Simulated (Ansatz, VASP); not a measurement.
# Sc: VASP beside Ansatz

```
Sc
1.0
     0.00000    2.32302    2.32302
     2.32302    0.00000    2.32302
     2.32302    2.32302    0.00000
Sc
1
Direct
  0.00000 0.00000 0.00000
```

Alike in both runs: functional BLYP; k mesh 12 × 12 × 12; occupations fermi-dirac, width 0.1 eV; no spin polarisation.

Ansatz relaxed the structure, and its values are those at the end. VASP's run is a single point on that final structure, the one shown.

```csv
,VASP,Ansatz
version,VASP 6.6.1,Ansatz 0.2.0
potentials or method,"VASP PAW PBE potentials, release 64 (Sc_sv), cutoff 520 eV","plane waves (420 eV) with PAW, scalar-relativistic"
valence electrons in the cell,11,11
```

```tsv
	VASP	Ansatz	Ansatz less VASP
pressure (GPa)	0.0	0.0	-0.01
```

VASP's potentials were made for PBE, not for BLYP.
